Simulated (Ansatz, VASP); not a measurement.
## TiC: VASP beside Ansatz

The input INCAR:

```
SYSTEM = TiC
PREC     = Accurate       ! precision mode
ENCUT    = 520            ! plane-wave cutoff, eV
EDIFF    = 1E-7           ! SCF threshold, eV
ISMEAR   = -1             ! smearing method
SIGMA    = 0.03           ! smearing width, eV
LREAL    = .False.        ! projectors in reciprocal space
LASPH    = .True.         ! aspherical terms in the spheres
NELM     = 80             ! most SCF steps
ALGO     = Normal         ! electronic algorithm
ISIF     = 2              ! what is computed and relaxed
LWAVE    = .False.        ! write WAVECAR
LCHARG   = .False.        ! write CHGCAR
GGA      = PS             ! functional
NBANDS   = 15             ! bands
```

The input KPOINTS:

```
Automatic mesh
0
Gamma
  16 16 16
  0 0 0
```

POSCAR

```
TiC
1.0
    0.0000000000      2.1640000000      2.2072800000
    2.1640000000      0.0000000000      2.2072800000
    2.1640000000      2.1640000000      0.0000000000
Ti C
1 1
Direct
    0.0000000000      0.0000000000      0.0000000000
    0.5000000000      0.5000000000      0.5000000000
```

Input for Ansatz:

```yaml
crystal:
  lattice:
    - [0.0, 2.164, 2.20728]
    - [2.164, 0.0, 2.20728]
    - [2.164, 2.164, 0.0]
  atoms:
    - { symbol: Ti, position: [0.0, 0.0, 0.0] }
    - { symbol: C, position: [0.5, 0.5, 0.5] }
kpoints:
  mp_grid: { grid: [16, 16, 16] }
  band_path:
    path:
      - [0.0, 0.0, 0.0]
      - [0.0, 0.5, 0.5]
      - [0.25, 0.75, 0.5]
      - [0.0, 0.5, 0.0]
      - [0.0, 0.0, 0.0]
      - [0.5, 0.5, 0.0]
      - [0.3701460977, 0.6298539023, 0.0]
      - [-0.3701460977, 0.3701460977, 0.0]
      - [0.0, 0.0, 0.0]
    npoints: 5
scf:
  occupations: { method: fermi_dirac, width: 0.03 }
hamiltonian:
  xc: pbesol
  pseudopotentials: { kind: all_electron, lapw: { basis_error: 0.001 } }
output:
  forces: true
  stress: true
  eigenvalues: true
```

Change from the starting cell: zz strain of +2 %.

Alike in both runs: task single point; functional PBEsol; k mesh 16 × 16 × 16; occupations fermi-dirac, width 0.03 eV; no spin polarisation.

|  | VASP | Ansatz |
| --- | --- | --- |
| version | VASP 6.6.1 | Ansatz 0.2.0 |
| potentials or method | VASP PAW PBE potentials, release 64 (Ti_sv, C), cutoff 520 eV | all-electron LAPW, scalar-relativistic |

VASP gave:

```
pressure (GPa)                                                : -10.3
traceless stress, the component that is largest in VASP (GPa) : -4.34
```

Question: Which values does Ansatz return?

Answer: Pressure (GPa): -10.6; traceless stress, the component that is largest in VASP (GPa): -4.31.

VASP's potentials were made for PBE, not for PBEsol. Ansatz ran all-electron here, and VASP with PAW potentials.
